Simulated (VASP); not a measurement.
Write the native input for VASP 6.6.1 that does the following.

| Quantity | Value |
| --- | --- |
| Task | single point |
| Functional | PBE |
| Potentials or basis | VASP PAW PBE potentials, release 64 (Cu) |
| Cutoff | 600 eV |
| k mesh | 15 × 15 × 15 |
| Occupations | gaussian, width 0.0257 eV |
| Spin | no spin polarisation |
| Dipole correction | no |
| Further INCAR settings | ALGO = Normal; EDIFF = 1e-06; NBANDS = 12 |

The structure of Cu lies in POSCAR:

```
Cu
1.0
    0.0000000000      1.8806800000      1.8806800000
    1.8806800000      0.0000000000      1.8806800000
    1.8806800000      1.8806800000      0.0000000000
Cu
1
Direct
    0.0000000000      0.0000000000      0.0000000000
```

The input as run:

INCAR

```
SYSTEM = Cu
PREC     = Accurate       ! precision mode
ENCUT    = 600            ! plane-wave cutoff, eV
EDIFF    = 1E-6           ! SCF threshold, eV
ISMEAR   = 0              ! smearing method
SIGMA    = 0.0257         ! smearing width, eV
LREAL    = .FALSE.        ! projectors in reciprocal space
LASPH    = .TRUE.         ! aspherical terms in the spheres
NELM     = 120            ! most SCF steps
ALGO     = Normal         ! electronic algorithm
ISIF     = 2              ! what is computed and relaxed
LWAVE    = .FALSE.        ! write WAVECAR
LCHARG   = .TRUE.         ! write CHGCAR
GGA      = PE             ! functional
LELF     = .TRUE.         ! ELF
LVHAR    = .TRUE.       
NBANDS   = 12             ! bands
GGA_COMPAT= .FALSE.
```

KPOINTS

```
Automatic mesh
0
G
  15 15 15
  0 0 0
```

Potentials or basis: VASP PAW PBE potentials, release 64 (Cu).

The run is started by

```console
$ cat potpaw_PBE.64/Cu/POTCAR > POTCAR
$ mpirun -np 1 vasp_std > vasp.out
```

It gave:

The pressure is -10.9 GPa. The band gap on the k mesh is zero (an odd number of electrons rules out a gap without spin polarisation).

Caveat: the cell stands under tension.

It took 30 s on 1 thread of Intel Xeon 8259CL (shared host), peak memory 0.15 GiB.
